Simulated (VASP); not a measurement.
A run of VASP 6.6.1 is set up as follows.

Contents of INCAR:

```
ALGO = Normal
EDIFF = 1E-8
ENCUT = 400
GGA = PE
GGA_COMPAT = False
ISIF = 2
ISMEAR = -1
LASPH = True
LCHARG = False
LEFG = True
LREAL = False
LWAVE = False
NBANDS = 11
NELM = 120
PREC = Accurate
SIGMA = 0.05
```

Contents of KPOINTS:

```
k-points
0
Gamma
  10 10 10
```

File POSCAR:

```
AlAs
1.0
    0.0000000000      2.8304000000      2.8304000000
    2.8304000000      0.0000000000      2.8304000000
    2.8304000000      2.8304000000      0.0000000000
Al As
1 1
Direct
    0.0000000000      0.0000000000      0.0000000000
    0.7500000000      0.7500000000      0.7500000000
```

Potentials or basis: VASP PAW PBE potentials, release 64 (Al, As).

Command:

```bash
$ cat potpaw_PBE.64/Al/POTCAR potpaw_PBE.64/As/POTCAR > POTCAR
$ mpirun -np 1 vasp_std > vasp.out
```

**Question.** Predict the band gap on the k mesh.

**Answer.** 1.44 eV (least direct gap 2.06 eV).

**Question.** Predict the pressure.

**Answer.** 2.8 GPa.

A k mesh can miss the band edges.
